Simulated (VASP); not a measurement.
# Ta (Im-3m) in VASP: notebook

The runs below take Ta through single point, relaxation of cell and atoms, with PBEsol.

All numbers are computed with VASP 6.6.1; they aren't measurements. Logs are shortened: lines on timing, memory, paths and dates and some standing lists are left out, and cuts for length are marked.

### 1 The cell of the first run

Symmetry: Im-3m, No. 229, cubic system. Conventional cell: a = 3.310 Å, b = 3.310 Å, c = 3.310 Å, α = 90.00°, β = 90.00°, γ = 90.00°. Within 3.8 Å of Ta (site symmetry m-3m) lie 14 Ta at 2.87 to 3.31 Å.

### 2 Single point, PBEsol

The input, INCAR:

```
PREC = Accurate ; ENCUT = 520
EDIFF = 1E-7 ; ISMEAR = 0
SIGMA = 0.1 ; LREAL = False
LASPH = True ; NELM = 80
ALGO = Normal ; ISIF = 2
LWAVE = False ; LCHARG = False
GGA = PS ; NBANDS = 12
```

The input, KPOINTS:

```
regular mesh
0
Gamma
  8 8 8
```

The input, POSCAR:

```
Ta
1.0
   -1.6549278100      1.6549278100      1.6549278100
    1.6549278100     -1.6549278100      1.6549278100
    1.6549278100      1.6549278100     -1.6549278100
Ta
1
Direct
    0.0000000000      0.0000000000      0.0000000000
```

Potentials or basis: VASP PAW PBE potentials, release 64 (Ta_pv).

The run is started by

```bash
$ cat potpaw_PBE.64/Ta_pv/POTCAR > POTCAR
$ mpirun -np 1 vasp_std > vasp.out
```

OUTCAR:

```text
PREC = Accurate
   ENCUT = 520
   EDIFF = 1E-7
   ISMEAR = 0
   LREAL = False
   LASPH = True
   NELM = 80
   ISIF = 2
   GGA = PS

 ion  position               nearest neighbor table
   1  0.000  0.000  0.000-

  LATTYP: Found a body centered cubic cell.
 ALAT       =     3.3098556200

  Lattice vectors:

 A1 = (  -1.6549278100,   1.6549278100,   1.6549278100)
 A2 = (   1.6549278100,  -1.6549278100,   1.6549278100)
 A3 = (   1.6549278100,   1.6549278100,  -1.6549278100)

Analysis of symmetry for initial positions (statically):
=====================================================================
 Subroutine PRICEL returns:
 Original cell was already a primitive cell.

 Routine SETGRP: Setting up the symmetry group for a
 body centered cubic supercell.

 Subroutine GETGRP returns: Found 48 space group operations
 (whereof 48 operations were pure point group operations)
 out of a pool of 48 trial point group operations.

The static configuration has the point symmetry O_h .

Analysis of symmetry for dynamics (positions and initial velocities):
=====================================================================
 Subroutine PRICEL returns:
 Original cell was already a primitive cell.

 Routine SETGRP: Setting up the symmetry group for a
 body centered cubic supercell.

 Subroutine GETGRP returns: Found 48 space group operations
 (whereof 48 operations were pure point group operations)
 out of a pool of 48 trial point group operations.

The dynamic configuration has the point symmetry O_h .

 Subroutine INISYM returns: Found 48 space group operations
 (whereof 48 operations are pure point group operations),
 and found     1 'primitive' translations

----------------------------------------------------------------------------------------

                                     Primitive cell

  volume of cell :      18.1300

  direct lattice vectors                    reciprocal lattice vectors
    -1.654927810  1.654927810  1.654927810     0.000000000  0.302127982  0.302127982
     1.654927810 -1.654927810  1.654927810     0.302127982  0.000000000  0.302127982
     1.654927810  1.654927810 -1.654927810     0.302127982  0.302127982  0.000000000

  length of vectors
     2.866419050  2.866419050  2.866419050     0.427273490  0.427273490  0.427273490

  position of ions in fractional coordinates (direct lattice)
     0.000000000  0.000000000  0.000000000

  ion indices of the primitive-cell ions
   primitive index   ion index
                 1           1

----------------------------------------------------------------------------------------

 KPOINTS: regular mesh

Automatic generation of k-mesh.
 Grid dimensions read from file:
 generate k-points for:    8    8    8

 Generating k-lattice:

  Cartesian coordinates                     Fractional coordinates (reciprocal lattice)
     0.000000000  0.037765998  0.037765998     0.125000000  0.000000000  0.000000000
     0.037765998  0.000000000  0.037765998     0.000000000  0.125000000  0.000000000
     0.037765998  0.037765998  0.000000000     0.000000000  0.000000000  0.125000000

  Length of vectors
     0.053409186  0.053409186  0.053409186

  Shift w.r.t. Gamma in fractional coordinates (k-lattice)
     0.000000000  0.000000000  0.000000000

 Subroutine IBZKPT returns following result:
 ===========================================

 Found     29 irreducible k-points:

 Following reciprocal coordinates:
            Coordinates               Weight
  0.000000  0.000000  0.000000      1.000000
  0.125000  0.000000  0.000000     12.000000
  0.250000  0.000000  0.000000     12.000000
  0.375000  0.000000  0.000000     12.000000
  0.500000  0.000000  0.000000      6.000000
  0.125000  0.125000  0.000000     24.000000
[... 16 lines left out ...]
 -0.250000  0.250000  0.250000      6.000000
 -0.375000  0.375000  0.250000     24.000000
 [... further k-points ...]
   k-points           NKPTS =     29   k-points in BZ     NKDIM =     29   number of bands    NBANDS=     12
   number of dos      NEDOS =    301   number of ions     NIONS =      1
   total plane-waves  NPLWV =  13824
   dimension x,y,z NGX =    24 NGY =   24 NGZ =   24
   dimension x,y,z NGXF=    48 NGYF=   48 NGZF=   48
   ions per type =               1
   NGX,Y,Z   is equivalent  to a cutoff of  13.92, 13.92, 13.92 a.u.
   NGXF,Y,Z  is equivalent  to a cutoff of  27.84, 27.84, 27.84 a.u.
 SYSTEM =  unknown system
   PREC   = accura    normal or accurate (medium, high low for compatibility)
   ISTART =      0    job   : 0-new  1-cont  2-samecut
   ICHARG =      2    charge: 1-file 2-atom 10-const
   ISPIN  =      1    spin polarized calculation?
   LNONCOLLINEAR =      F non collinear calculations
   LSORBIT =      F    spin-orbit coupling
   LASPH  =      T    aspherical Exc in radial PAW
   ENCUT  =  520.0 eV  38.22 Ry    6.18 a.u.   5.33  5.33  5.33*2*pi/ulx,y,z
   NELM   =     80;   NELMIN=  2; NELMDL= -5     # of ELM steps
   EDIFF  = 0.1E-06   stopping-criterion for ELM
   LREAL  =      F    real-space projection
   EDIFFG = 0.1E-05   stopping-criterion for IOM
   NSW    =      0    number of steps for IOM
   IBRION =     -1    ionic relax: 0-MD 1-quasi-New 2-CG
   NFREE  =      0    steps in history (QN), initial steepest desc. (CG)
   ISIF   =      2    stress and relaxation
   ISYM   =      2    0-nonsym 1-usesym 2-fastsym
   POTIM  = 0.5000    time-step for ionic-motion
   TEBEG  =    0.0;   TEEND  =   0.0 temperature during run
   PSTRESS=    0.0 pullay stress
   NELECT =      11.0000    total number of electrons
   NUPDOWN=      -1.0000    fix difference up-down
   EMIN   =  10.00;   EMAX   =-10.00  energy-range for DOS
   EFERMI =   0.00;   METHOD = LEGACY
   ISMEAR =     0;   SIGMA  =   0.10  broadening in eV -4-tet -1-fermi 0-gaus
   EFERMI_NEDOS =   21; number of points for ismear=-14 and -15
   IALGO  =     38    algorithm
   IMIX   =      4    mixing-type and parameters
     AMIX     =   0.40;   BMIX     =  1.00
     AMIX_MAG =   1.60;   BMIX_MAG =  1.00
  volume/ion in A,a.u.               =      18.13       122.35
  Fermi-wavevector in a.u.,A,eV,Ry     =   1.385926  2.619020 26.133942  1.920791
  Thomas-Fermi vector in A             =   2.510290
   LORBIT       =      0    0 simple, 1 ext, 2 COOP (PROOUT), +10 PAW based schemes
   GGA     = PS    functional components
   LHFCALC =     F    Hartree Fock is set to
   AEXX    =    0.0000 exact exchange contribution
   IVDW    =     0    specifies the selected vdW correction
   LEPSILON=     F    determine dielectric tensor
   LRPA    =     F    only Hartree local field effects (RPA)
 non-spin polarized calculation
 Gauss-broadening in eV      SIGMA  =   0.10
  energy-cutoff  :      520.00
  volume of cell :       18.13
 maximum number of plane-waves:       496
 NGX is ok and might be reduce to    24
   NGX = 11   NGY = 11   NGZ = 11

 number of electron      11.0000001 magnetization

 Free energy of the ion-electron system (eV)
  ---------------------------------------------------
  ext. energy  EPLUGINS =         0.00000000
  ---------------------------------------------------
  free energy    TOTEN  =       -12.57028139 eV

  energy without entropy =      -12.56646989  energy(sigma->0) =      -12.56837564

 E-fermi :   5.2830     XC(G=0): -12.6901

 val. band max:        5.1875620344   @ k =   0.2500   0.0000   0.0000
 cond. band min:       5.3297120876   @ k =  -0.2500   0.2500   0.1250
 fundamental gap:      0.1421500532
 Fermi energy:         5.2830251712

 k-point     1 :       0.0000    0.0000    0.0000
  band No.  band energies     occupation
      1     -27.7549      2.00000
      2     -27.7549      2.00000
      3     -27.7549      2.00000
      4      -2.6373      2.00000
      5       6.0036      0.00000
      6       6.0036      0.00000
      7       6.0036      0.00000
      8       9.2474      0.00000
      9       9.2474      0.00000
     10      19.9461      0.00000
     11      20.2740      0.00000
     12      20.2740      0.00000

 k-point     2 :       0.1250    0.0000    0.0000
  band No.  band energies     occupation
      1     -27.9375      2.00000
      2     -27.8114      2.00000
      3     -27.7559      2.00000
      4      -1.9643      2.00000
      5       5.5860      0.00002
      6       5.8258      0.00000
      7       6.6777      0.00000
      8       8.7192      0.00000
      9       9.2611      0.00000
     10      19.9449      0.00000
     11      20.7984      0.00000
     12      21.4557      0.00000

 k-point     3 :       0.2500    0.0000    0.0000
  band No.  band energies     occupation
      1     -28.3584      2.00000
      2     -27.9455      2.00000
      3     -27.7583      2.00000
      4      -0.3516      2.00000
      5       4.7273      2.00000
      6       5.1876      1.82300
      7       8.5891      0.00000
      8       8.6686      0.00000
      9       9.4338      0.00000
     10      19.9369      0.00000
     11      20.4287      0.00000
     12      21.9576      0.00000
[... 286 lines left out ...]
 k-point    23 :      -0.2500    0.2500    0.2500
  band No.  band energies     occupation
      1     -28.3808      2.00000
      2     -28.1518      2.00000
      3     -28.1518      2.00000
      4       1.5554      2.00000
      5       4.3459      2.00000
      6       6.5273      0.00000
      7       6.5273      0.00000
      8       8.4590      0.00000
      9      10.2516      0.00000
     10      19.7840      0.00000
     11      20.0367      0.00000
     12      24.5790      0.00000

 k-point    24 :      -0.3750    0.3750    0.2500
  band No.  band energies     occupation
      1     -28.6196      2.00000
      2     -28.2929      2.00000
      3     -28.1867      2.00000
      4       2.4549      2.00000
      5       3.3101      2.00000
      6       6.5381      0.00000
      7       7.2162      0.00000
      8      10.6745      0.00000
      9      10.7434      0.00000
     10      19.1634      0.00000
     11      19.9723      0.00000
     12      21.4743      0.00000

 [... further k-points ...]

------------------------ aborting loop because EDIFF is reached ----------------------------------------

  FORCE on cell =-STRESS in cart. coord.  units (eV):
  Direction    XX          YY          ZZ          XY          YZ          ZX
  --------------------------------------------------------------------------------------
  -------------------------------------------------------------------------------------
  Total       -0.7906432     -0.7906432     -0.7906432      0.0000000      0.0000000     -0.0000000
  in kB      -69.8705199    -69.8705199    -69.8705199      0.0000000      0.0000000     -0.0000000
  external PRESSURE =     -69.8705199 kB  Pullay stress =       0.0000000 kB

 VOLUME and BASIS-vectors are now :
 -----------------------------------------------------------------------------
  energy-cutoff  :      520.00
  volume of cell :       18.13
      direct lattice vectors                 reciprocal lattice vectors
    -1.654927810  1.654927810  1.654927810     0.000000000  0.302127982  0.302127982
     1.654927810 -1.654927810  1.654927810     0.302127982  0.000000000  0.302127982
     1.654927810  1.654927810 -1.654927810     0.302127982  0.302127982  0.000000000

 POSITION                                       TOTAL-FORCE (eV/Angst)
 -----------------------------------------------------------------------------------
      0.00000      0.00000      0.00000        -0.000000     -0.000000      0.000000
 -----------------------------------------------------------------------------------
    total drift:                                0.000000      0.000000     -0.000000

  FREE ENERGIE OF THE ION-ELECTRON SYSTEM (eV)
  ---------------------------------------------------
  free  energy   TOTEN  =       -12.5702813933 eV

  energy  without entropy=      -12.5664698867  energy(sigma->0) =      -12.56837564
```

Wall time 2.8 s (1 thread of Intel Xeon 6975P-C (Granite Rapids), shared host); peak memory 0.14 GiB.

Results:

```yaml
Free_energy: -12.5703 eV
Pressure: -7.0 GPa
```

Caveat: the PAW data sets were made with another functional, which shifts forces and pressure a little; spin-orbit coupling is left out, which moves the levels of the heavy elements.

### 3 Single point, PBEsol

This run uses another cell than the first one, of 17.68 Å³/atom, 0.975 times its volume.

The input, INCAR:

```
SYSTEM = Ta
PREC = Accurate
ENCUT = 520
EDIFF = 1E-6
ISMEAR = 0
SIGMA = 0.1
LREAL = .False.
LASPH = .True.
NELM = 100
ALGO = Normal
ISIF = 2
LWAVE = .False.
LCHARG = .False.
GGA = PS
NBANDS = 12
```

The input, KPOINTS:

```
regular mesh
0
Gamma
  14 14 14
  0 0 0
```

The input, POSCAR:

```
Ta
1.0
   -1.6412554325      1.6412554325      1.6412554325
    1.6412554325     -1.6412554325      1.6412554325
    1.6412554325      1.6412554325     -1.6412554325
Ta
1
Direct
    0.0000000000      0.0000000000      0.0000000000
```

Potentials or basis: VASP PAW PBE potentials, release 64 (Ta_pv).

The run is started by

```bash
$ cat potpaw_PBE.64/Ta_pv/POTCAR > POTCAR
$ mpirun -np 1 vasp_std > vasp.out
```

OUTCAR:

```text
SYSTEM = Ta
   PREC = Accurate
   ENCUT = 520
   EDIFF = 1E-6
   ISMEAR = 0
   LREAL = .False.
   LASPH = .True.
   NELM = 100
   ISIF = 2
   GGA = PS

 ion  position               nearest neighbor table
   1  0.000  0.000  0.000-

  LATTYP: Found a body centered cubic cell.
 ALAT       =     3.2825108650

  Lattice vectors:

 A1 = (  -1.6412554325,   1.6412554325,   1.6412554325)
 A2 = (   1.6412554325,  -1.6412554325,   1.6412554325)
 A3 = (   1.6412554325,   1.6412554325,  -1.6412554325)

Analysis of symmetry for initial positions (statically):
=====================================================================
 Subroutine PRICEL returns:
 Original cell was already a primitive cell.

 Routine SETGRP: Setting up the symmetry group for a
 body centered cubic supercell.

 Subroutine GETGRP returns: Found 48 space group operations
 (whereof 48 operations were pure point group operations)
 out of a pool of 48 trial point group operations.

The static configuration has the point symmetry O_h .

Analysis of symmetry for dynamics (positions and initial velocities):
=====================================================================
 Subroutine PRICEL returns:
 Original cell was already a primitive cell.

 Routine SETGRP: Setting up the symmetry group for a
 body centered cubic supercell.

 Subroutine GETGRP returns: Found 48 space group operations
 (whereof 48 operations were pure point group operations)
 out of a pool of 48 trial point group operations.

The dynamic configuration has the point symmetry O_h .

 Subroutine INISYM returns: Found 48 space group operations
 (whereof 48 operations are pure point group operations),
 and found     1 'primitive' translations

----------------------------------------------------------------------------------------

                                     Primitive cell

[... 113 lines left out ...]
   GGA     = PS    functional components
   LHFCALC =     F    Hartree Fock is set to
   AEXX    =    0.0000 exact exchange contribution
   IVDW    =     0    specifies the selected vdW correction
   LEPSILON=     F    determine dielectric tensor
   LRPA    =     F    only Hartree local field effects (RPA)
 non-spin polarized calculation
 Gauss-broadening in eV      SIGMA  =   0.10
  energy-cutoff  :      520.00
  volume of cell :       17.68
 maximum number of plane-waves:       490
 NGX is ok and might be reduce to    24
   NGX = 11   NGY = 11   NGZ = 11

 number of electron      11.0000002 magnetization

 Free energy of the ion-electron system (eV)
  ---------------------------------------------------
  ext. energy  EPLUGINS =         0.00000000
  ---------------------------------------------------
  free energy    TOTEN  =       -12.55986556 eV

  energy without entropy =      -12.55504193  energy(sigma->0) =      -12.55745374

 E-fermi :   5.4443     XC(G=0): -12.8235

 val. band max:        5.4101301531   @ k =  -0.3571   0.3571   0.0714
 cond. band min:       5.4512972757   @ k =   0.0714   0.0714   0.0714
 fundamental gap:      0.0411671225
 Fermi energy:         5.4442581995

 k-point     1 :       0.0000    0.0000    0.0000
  band No.  band energies     occupation
      1     -27.4886      2.00000
      2     -27.4886      2.00000
      3     -27.4886      2.00000
      4      -2.5299      2.00000
      5       6.1855      0.00000
      6       6.1855      0.00000
      7       6.1855      0.00000
      8       9.5225      0.00000
      9       9.5225      0.00000
     10      20.1875      0.00000
     11      20.5978      0.00000
     12      20.5978      0.00000
[... 331 lines left out ...]
 k-point    24 :       0.3571    0.2857    0.0000
  band No.  band energies     occupation
      1     -28.4513      2.00000
      2     -28.2598      2.00000
      3     -27.6459      2.00000
      4       2.8450      2.00000
      5       4.1907      2.00000
      6       4.7732      2.00000
      7       9.7612      0.00000
      8      10.3541      0.00000
      9      14.5933      0.00000
     10      16.8159      0.00000
     11      18.6277      0.00000
     12      20.1975      0.00000

 [... further k-points ...]

------------------------ aborting loop because EDIFF is reached ----------------------------------------

  FORCE on cell =-STRESS in cart. coord.  units (eV):
  Direction    XX          YY          ZZ          XY          YZ          ZX
  --------------------------------------------------------------------------------------
  -------------------------------------------------------------------------------------
  Total        0.0212629      0.0212629      0.0212629      0.0000000      0.0000000     -0.0000000
  in kB        1.9263926      1.9263926      1.9263926      0.0000000      0.0000000     -0.0000000
  external PRESSURE =       1.9263926 kB  Pullay stress =       0.0000000 kB

 VOLUME and BASIS-vectors are now :
 -----------------------------------------------------------------------------
  energy-cutoff  :      520.00
  volume of cell :       17.68
      direct lattice vectors                 reciprocal lattice vectors
    -1.641255432  1.641255432  1.641255432     0.000000000  0.304644841  0.304644841
     1.641255432 -1.641255432  1.641255432     0.304644841  0.000000000  0.304644841
     1.641255432  1.641255432 -1.641255432     0.304644841  0.304644841  0.000000000

 POSITION                                       TOTAL-FORCE (eV/Angst)
 -----------------------------------------------------------------------------------
      0.00000      0.00000      0.00000         0.000000      0.000000      0.000000
 -----------------------------------------------------------------------------------
    total drift:                               -0.000000      0.000000     -0.000000

  FREE ENERGIE OF THE ION-ELECTRON SYSTEM (eV)
  ---------------------------------------------------
  free  energy   TOTEN  =       -12.5598655597 eV

  energy  without entropy=      -12.5550419299  energy(sigma->0) =      -12.55745374
```

stdout:

```text
POSCAR found type information on POSCAR Ta
 POSCAR found :  1 types and       1 ions
 scaLAPACK will be used
 -----------------------------------------------------------------------------
|                                                                             |
|                                                                             |
|     You enforced a specific xc type in the INCAR file but a different       |
|     I HOPE YOU KNOW WHAT YOU ARE DOING!                                     |
|                                                                             |
 -----------------------------------------------------------------------------

 LDA part: xc-table for (Slater+PW92), standard interpolation
 POSCAR, INCAR and KPOINTS ok, starting setup
 FFT: planning ... GRIDC
 FFT: planning ... GRID_SOFT
 FFT: planning ... GRID
 WAVECAR not read
 entering main loop
```

It took 5.9 s on 1 thread of Intel Xeon 6975P-C (Granite Rapids), shared host; peak memory 0.15 GiB.

What came out:

| Property | Result |
| --- | --- |
| Free energy | -12.5599 eV |
| Pressure | 0.2 GPa |

Levels at points of the mesh, in eV from the Fermi level:
```
           k point  band 3  band 4  band 5  band 6  band 7  band 8
(0.00, 0.00, 0.00)  -32.93   -7.97    0.74    0.74    0.74    4.08
(0.50, 0.00, 0.00)  -32.94   -4.45   -1.59    1.72    3.97    5.02
(0.50, 0.50, 0.50)  -33.80   -3.90   -3.90    7.01    7.01    7.01
```

Caveat: the PAW data sets were made with another functional, which shifts forces and pressure a little; spin-orbit coupling is left out, which moves the levels of the heavy elements.

(Continued in part 2 of 2.)
